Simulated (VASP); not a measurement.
A run of VASP 6.6.1 is set up as follows.

Contents of INCAR:

```
SYSTEM = ZnC
  ALGO = Normal
  EDIFF = 1E-7
  EDIFFG = -0.04
  ENCUT = 600
  GGA = PE
  IBRION = 2
  ISIF = 3
  ISMEAR = 0
  LASPH = .True.
  LCHARG = .False.
  LREAL = .False.
  LWAVE = .False.
  NELM = 80
  NSW = 90
  PREC = Accurate
  SIGMA = 0.1
```

KPOINTS

```
k-points
0
Gamma
  6 6 6
  0 0 0
```

Contents of POSCAR:

```
ZnC
1.0
    2.8115208271      0.0000000000      0.0000000000
    0.0000000000      2.8115208271      0.0000000000
    0.0000000000      0.0000000000      2.8115208271
Zn C
1 1
Direct
    0.0000000000      0.0000000000      0.0000000000
    0.5000000000      0.5000000000      0.5000000000
```

Potentials or basis: VASP PAW PBE potentials, release 64 (Zn, C).

Launch:

```bash
$ cat potpaw_PBE.64/Zn/POTCAR potpaw_PBE.64/C/POTCAR > POTCAR
$ mpirun -np 1 vasp_std > vasp.out
```

Task: Estimate the space group after relaxing (to 0.05 Å).

Result: Pm-3m (No. 221).

Task: Predict the relaxed cell.

Result: a = 2.763 Å, b = 2.763 Å, c = 2.763 Å, α = 90.00°, β = 90.00°, γ = 90.00°.

The path:
```
step  energy change (eV)  largest force (eV/Å)  pressure (GPa)  volume (Å³)
   1              0.0000                0.0000           -6.47        22.22
   2             -0.0225                0.0000            1.94        20.81
   3             -0.0241                0.0000            0.01        21.09
```

Caveat: the k points lie up to 0.38 Å⁻¹ apart in the final cell.
